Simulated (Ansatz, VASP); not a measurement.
**One calculation of CdSe, two programs**

The input INCAR:

```
SYSTEM = CdSe
ALGO = Normal
EDIFF = 1E-6
ENCUT = 520
GGA = PE
ISIF = 2
ISMEAR = 0
LASPH = .TRUE.
LCHARG = .TRUE.
LELF = .TRUE.
LREAL = .FALSE.
LVHAR = .TRUE.
LWAVE = .FALSE.
NBANDS = 16
NELM = 80
PREC = Accurate
SIGMA = 0.05
```

The input KPOINTS:

```
k-points
0
G
  10 10 10
  0 0 0
```

Contents of POSCAR:

```
CdSe
1.0
   -0.1135568978      2.9434939398      3.0984146735
    3.0984146735     -0.1135568978      3.0984146735
    2.9848577757      2.8299370420      0.0000000000
Cd Se
1 1
Direct
    0.0000000000      0.0000000000      0.0000000000
    0.7500000000      0.7500000000      0.7500000000
```

Input for Ansatz:

```yaml
crystal:
  lattice:
    - [-0.1135568978, 2.9434939398, 3.0984146735]
    - [3.0984146735, -0.1135568978, 3.0984146735]
    - [2.9848577757, 2.829937042, 0.0]
  atoms:
    - { symbol: Cd, position: [0.0, 0.0, 0.0] }
    - { symbol: Se, position: [0.75, 0.75, 0.75] }
basis:
  ecutwfc: 420
kpoints:
  mp_grid: { grid: [10, 10, 10] }
hamiltonian:
  xc: pbe
scf:
  occupations: { method: gaussian, width: 0.05 }
output:
  forces: true
  stress: true
  eigenvalues: true
```

Change from the starting cell: engineering shear strain xz -0.0733, normal strain along z -0.0500.

Alike in both runs: task single point; functional PBE; k mesh 10 × 10 × 10; occupations gaussian, width 0.05 eV; no spin polarisation.

|  | VASP | Ansatz |
| --- | --- | --- |
| version | VASP 6.6.1 | Ansatz 0.2.0 |
| potentials or method | VASP PAW PBE potentials, release 64 (Cd, Se), cutoff 520 eV | scalar-relativistic, plane waves, PAW |
| valence electrons in the cell | 18 | 36 |

|  | VASP | Ansatz | Ansatz less VASP |
| --- | --- | --- | --- |
| gap on the k mesh at the Fermi level (eV) | 0.43 | 0.43 | +0.002 |
| least direct gap on the mesh (eV) | 0.43 | 0.43 | +0.002 |
| pressure (GPa) | 3.3 | 3.0 | -0.33 |
| traceless stress, the component that is largest in VASP (GPa) | 3.60 | 3.52 | -0.083 |
| rms of the force components (eV/Å) | 0.310 | 0.298 | -0.0121 |

Atom by atom the forces differ by 0.012 eV/Å (rms over components). The functional is the same, so the differences come from potentials, cutoffs and numerics. VASP's potentials hold 18 valence electrons a cell and Ansatz's 36, so a difference there can come from the potentials and not from the codes.
